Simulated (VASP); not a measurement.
Here is a VASP 6.6.1 calculation.

File INCAR:

```
ALGO     = Normal         # electronic algorithm
EDIFF    = 1E-6           # SCF threshold, eV
ENCUT    = 520            # plane-wave cutoff, eV
GGA      = PE             # functional
ISIF     = 2              # what is computed and relaxed
ISMEAR   = 0              # smearing method
LASPH    = True           # aspherical terms in the spheres
LCHARG   = False          # write CHGCAR
LREAL    = False          # projectors in reciprocal space
LWAVE    = False          # write WAVECAR
NBANDS   = 15             # bands
NELM     = 100            # most SCF steps
PREC     = Accurate       # precision mode
SIGMA    = 0.05           # smearing width, eV
```

File KPOINTS:

```
k-points
0
Gamma
  6 6 6
```

File POSCAR:

```
BaTe
1.0
    4.2624660000      0.0000000000      0.0000000000
    0.0000000000      4.2624660000      0.0000000000
    0.0000000000      0.0000000000      4.2624660000
Ba Te
1 1
Direct
    0.0000000000      0.0000000000      0.0000000000
    0.5000000000      0.5000000000      0.5000000000
```

Potentials or basis: VASP PAW PBE potentials, release 64 (Ba_sv, Te).

The run is started by

```console
$ cat potpaw_PBE.64/Ba_sv/POTCAR potpaw_PBE.64/Te/POTCAR > POTCAR
$ mpirun -np 1 vasp_std > vasp.out
```

Task: Predict the band gap on the k mesh.

Result: 0.78 eV, indirect (least direct gap 0.98 eV).

Task: Predict the pressure.

Result: 0.1 GPa.

Caveat: spin-orbit coupling is left out, which moves the levels of the heavy elements. A k mesh can miss the band edges.
